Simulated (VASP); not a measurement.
# CuI3 (Pm-3m) in VASP: further runs, part 2 of 2

VASP 6.6.1. The steps go on from the part before.

### 3 Relaxation of cell and atoms, PBE

This run uses another cell than the first one, of 40.19 Å³/atom.

INCAR

```
ALGO = Normal
EDIFF = 1E-6
EDIFFG = -0.01
ENCUT = 600
GGA = PE
IBRION = 2
ISIF = 3
ISMEAR = 0
LASPH = True
LCHARG = False
LREAL = False
LWAVE = False
NELM = 80
NSW = 100
PREC = Accurate
SIGMA = 0.1
```

KPOINTS

```
k-points
0
Gamma
  8 8 8
```

POSCAR

```
CuI3
1.0
    5.4372163000      0.0000000000      0.0000000000
    0.0000000000      5.4372163000      0.0000000000
    0.0000000000      0.0000000000      5.4372163000
Cu I
1 3
Direct
    0.0000000000      0.0000000000      0.0000000000
    0.0000000000      0.5000000000      0.5000000000
    0.5000000000      0.0000000000      0.5000000000
    0.5000000000      0.5000000000      0.0000000000
```

Potentials or basis: VASP PAW PBE potentials, release 64 (Cu, I).

Run with:

```
$ cat potpaw_PBE.64/Cu/POTCAR potpaw_PBE.64/I/POTCAR > POTCAR
$ mpirun -np 1 vasp_std > vasp.out
```

OUTCAR:

```text
EDIFF = 1E-6
   EDIFFG = -0.01
   ENCUT = 600
   GGA = PE
   IBRION = 2
   ISIF = 3
   ISMEAR = 0
   LASPH = True
   LREAL = False
   NELM = 80
   NSW = 100
   PREC = Accurate

 ion  position               nearest neighbor table
   1  0.000  0.000  0.000-
   2  0.000  0.500  0.500-
   3  0.500  0.000  0.500-
   4  0.500  0.500  0.000-

  LATTYP: Found a simple cubic cell.
 ALAT       =     5.4372163000

  Lattice vectors:

 A1 = (   5.4372163000,   0.0000000000,   0.0000000000)
 A2 = (   0.0000000000,   5.4372163000,   0.0000000000)
 A3 = (   0.0000000000,   0.0000000000,   5.4372163000)

Analysis of symmetry for initial positions (statically):
=====================================================================
 Subroutine PRICEL returns:
 Original cell was already a primitive cell.

 Routine SETGRP: Setting up the symmetry group for a
 simple cubic supercell.

 Subroutine GETGRP returns: Found 48 space group operations
 (whereof 48 operations were pure point group operations)
 out of a pool of 48 trial point group operations.

The static configuration has the point symmetry O_h .

Analysis of symmetry for dynamics (positions and initial velocities):
=====================================================================
 Subroutine PRICEL returns:
 Original cell was already a primitive cell.

 Routine SETGRP: Setting up the symmetry group for a
 simple cubic supercell.

 Subroutine GETGRP returns: Found 48 space group operations
 (whereof 48 operations were pure point group operations)
 out of a pool of 48 trial point group operations.

The dynamic configuration has the point symmetry O_h .

 Subroutine INISYM returns: Found 48 space group operations
 (whereof 48 operations are pure point group operations),
 and found     1 'primitive' translations

----------------------------------------------------------------------------------------

                                     Primitive cell

  volume of cell :     160.7422

  direct lattice vectors                    reciprocal lattice vectors
     5.437216300  0.000000000  0.000000000     0.183917642  0.000000000  0.000000000
     0.000000000  5.437216300  0.000000000     0.000000000  0.183917642  0.000000000
     0.000000000  0.000000000  5.437216300     0.000000000  0.000000000  0.183917642

  length of vectors
     5.437216300  5.437216300  5.437216300     0.183917642  0.183917642  0.183917642

  position of ions in fractional coordinates (direct lattice)
     0.000000000  0.000000000  0.000000000
     0.000000000  0.500000000  0.500000000
     0.500000000  0.000000000  0.500000000
     0.500000000  0.500000000  0.000000000

  ion indices of the primitive-cell ions
   primitive index   ion index
                 1           1
                 2           2
                 3           3
                 4           4

----------------------------------------------------------------------------------------

 KPOINTS: k-points

Automatic generation of k-mesh.
 Grid dimensions read from file:
 generate k-points for:    8    8    8

[... 25 lines left out ...]
  0.125000  0.125000  0.000000     12.000000
[... 16 lines left out ...]
  0.375000  0.375000  0.125000     24.000000
  0.500000  0.375000  0.125000     24.000000
 [... further k-points ...]
   k-points           NKPTS =     35   k-points in BZ     NKDIM =     35   number of bands    NBANDS=     20
   number of dos      NEDOS =    301   number of ions     NIONS =      4
   total plane-waves  NPLWV = 110592
   dimension x,y,z NGX =    48 NGY =   48 NGZ =   48
   dimension x,y,z NGXF=    96 NGYF=   96 NGZF=   96
   ions per type =               1   3
   NGX,Y,Z   is equivalent  to a cutoff of  14.68, 14.68, 14.68 a.u.
   NGXF,Y,Z  is equivalent  to a cutoff of  29.35, 29.35, 29.35 a.u.
 SYSTEM =  unknown system
   PREC   = accura    normal or accurate (medium, high low for compatibility)
   ISTART =      0    job   : 0-new  1-cont  2-samecut
   ICHARG =      2    charge: 1-file 2-atom 10-const
   ISPIN  =      1    spin polarized calculation?
   LNONCOLLINEAR =      F non collinear calculations
   LSORBIT =      F    spin-orbit coupling
   LASPH  =      T    aspherical Exc in radial PAW
   ENCUT  =  600.0 eV  44.10 Ry    6.64 a.u.  10.86 10.86 10.86*2*pi/ulx,y,z
   NELM   =     80;   NELMIN=  2; NELMDL= -5     # of ELM steps
   EDIFF  = 0.1E-05   stopping-criterion for ELM
   LREAL  =      F    real-space projection
   EDIFFG = -.1E-01   stopping-criterion for IOM
   NSW    =    100    number of steps for IOM
   IBRION =      2    ionic relax: 0-MD 1-quasi-New 2-CG
   NFREE  =      1    steps in history (QN), initial steepest desc. (CG)
   ISIF   =      3    stress and relaxation
   ISYM   =      2    0-nonsym 1-usesym 2-fastsym
   POTIM  = 0.5000    time-step for ionic-motion
   TEBEG  =    0.0;   TEEND  =   0.0 temperature during run
   PSTRESS=    0.0 pullay stress
   NELECT =      32.0000    total number of electrons
   NUPDOWN=      -1.0000    fix difference up-down
   EMIN   =  10.00;   EMAX   =-10.00  energy-range for DOS
   EFERMI =   0.00;   METHOD = LEGACY
   ISMEAR =     0;   SIGMA  =   0.10  broadening in eV -4-tet -1-fermi 0-gaus
   EFERMI_NEDOS =   21; number of points for ismear=-14 and -15
   IALGO  =     38    algorithm
   IMIX   =      4    mixing-type and parameters
     AMIX     =   0.40;   BMIX     =  1.00
     AMIX_MAG =   1.60;   BMIX_MAG =  1.00
  volume/ion in A,a.u.               =      40.19       271.19
  Fermi-wavevector in a.u.,A,eV,Ry     =   0.955905  1.806399 12.432391  0.913755
  Thomas-Fermi vector in A             =   2.084785
   LORBIT       =      0    0 simple, 1 ext, 2 COOP (PROOUT), +10 PAW based schemes
   GGA     = PE    functional components
   LHFCALC =     F    Hartree Fock is set to
   AEXX    =    0.0000 exact exchange contribution
   IVDW    =     0    specifies the selected vdW correction
   LEPSILON=     F    determine dielectric tensor
   LRPA    =     F    only Hartree local field effects (RPA)
 conjugate gradient relaxation of ions
 non-spin polarized calculation
 Gauss-broadening in eV      SIGMA  =   0.10
  energy-cutoff  :      600.00
  volume of cell :      160.74
 maximum number of plane-waves:      5400
 NGX is ok and might be reduce to    48
   NGX = 21   NGY = 21   NGZ = 21

--------------------------------------- Ionic step        1  -------------------------------------------

 number of electron      31.9999989 magnetization

 Free energy of the ion-electron system (eV)
  ---------------------------------------------------
  ext. energy  EPLUGINS =         0.00000000
  ---------------------------------------------------
  free energy    TOTEN  =        -4.91423896 eV

  energy without entropy =       -4.86051927  energy(sigma->0) =       -4.88737911

------------------------ aborting loop because EDIFF is reached ----------------------------------------

  FORCE on cell =-STRESS in cart. coord.  units (eV):
  Direction    XX          YY          ZZ          XY          YZ          ZX
  --------------------------------------------------------------------------------------
  -------------------------------------------------------------------------------------
  Total       -2.5791922     -2.5791922     -2.5791922      0.0000000      0.0000000      0.0000000
  in kB      -25.7077727    -25.7077727    -25.7077727      0.0000000      0.0000000      0.0000000
  external PRESSURE =     -25.7077727 kB  Pullay stress =       0.0000000 kB
[... 139 lines left out ...]
--------------------------------------- Ionic step        5  -------------------------------------------

 number of electron      31.9999995 magnetization

 Free energy of the ion-electron system (eV)
  ---------------------------------------------------
  ext. energy  EPLUGINS =         0.00000000
  ---------------------------------------------------
  free energy    TOTEN  =        -5.22583466 eV

  energy without entropy =       -5.19217436  energy(sigma->0) =       -5.20900451

 E-fermi :   4.1792     XC(G=0):  -9.0255

 val. band max:        4.1758831585   @ k =   0.1250   0.0000   0.0000
 cond. band min:       4.1811039871   @ k =   0.3750   0.3750   0.2500
 fundamental gap:      0.0052208286
 Fermi energy:         4.1792272566

 k-point     1 :       0.0000    0.0000    0.0000
  band No.  band energies     occupation
      1      -9.2750      2.00000
      2      -7.4066      2.00000
      3      -7.4066      2.00000
      4       0.1823      2.00000
      5       0.1823      2.00000
      6       0.1823      2.00000
[... 541 lines left out ...]
     19       8.5786      0.00000
     20       9.5768      0.00000

 [... further k-points ...]

------------------------ aborting loop because EDIFF is reached ----------------------------------------

  FORCE on cell =-STRESS in cart. coord.  units (eV):
  Direction    XX          YY          ZZ          XY          YZ          ZX
  --------------------------------------------------------------------------------------
  -------------------------------------------------------------------------------------
  Total        0.0257505      0.0257505      0.0257505     -0.0000000      0.0000000      0.0000000
  in kB        0.3168789      0.3168789      0.3168789     -0.0000000      0.0000000      0.0000000
  external PRESSURE =       0.3168789 kB  Pullay stress =       0.0000000 kB
[... 19 lines left out ...]
  FREE ENERGIE OF THE ION-ELECTRON SYSTEM (eV)
  ---------------------------------------------------
  free  energy   TOTEN  =        -5.2258346628 eV

  energy  without entropy=       -5.1921743551  energy(sigma->0) =       -5.20900451

 reached required accuracy - stopping structural energy minimisation
```

Wall time 6.1 min (1 thread of Intel Xeon 6975P-C (Granite Rapids), shared host); peak memory 0.43 GiB.

What came out:

- Free energy: -5.2258 eV
- Relaxed volume: 32.55 Å³/atom
- Relaxed cell: a = 5.068 Å, b = 5.068 Å, c = 5.068 Å, α = 90.00°, β = 90.00°, γ = 90.00°
- Space group after relaxing (to 0.1 Å): Pm-3m (No. 221)
- Energy gained by relaxing: 77.9 meV/atom
- Ionic steps: 5
- Pressure after relaxing: 0.0 GPa
- Band gap on the k mesh: zero (bands 16 and 17 overlap by 0.57 eV)

Step by step:
```csv
step,energy change (eV),largest force (eV/Å),pressure (GPa),volume (Å³)
1,0.0000,0.0000,-2.57,160.74
2,-0.2068,0.0000,-1.84,146.20
3,-0.3040,0.0000,-0.56,134.15
4,-0.3114,0.0000,0.08,129.62
5,-0.3116,0.0000,0.03,130.20
```

Final structure:
```cif
data_structure
_symmetry_space_group_name_H-M 'P 1'
_symmetry_Int_Tables_number 1
_cell_length_a 5.0684
_cell_length_b 5.0684
_cell_length_c 5.0684
_cell_angle_alpha 90.000
_cell_angle_beta 90.000
_cell_angle_gamma 90.000
_cell_volume 130.20
loop_
_atom_site_label
_atom_site_type_symbol
_atom_site_fract_x
_atom_site_fract_y
_atom_site_fract_z
_atom_site_occupancy
Cu1 Cu 0.00000 0.00000 0.00000 1
I1 I 0.00000 0.50000 0.50000 1
I2 I 0.50000 0.00000 0.50000 1
I3 I 0.50000 0.50000 0.00000 1
```

Caveat: the volume moved by over 15 % at a fixed basis, so the end points are rough; spin-orbit coupling is left out, which moves the levels of the heavy elements.
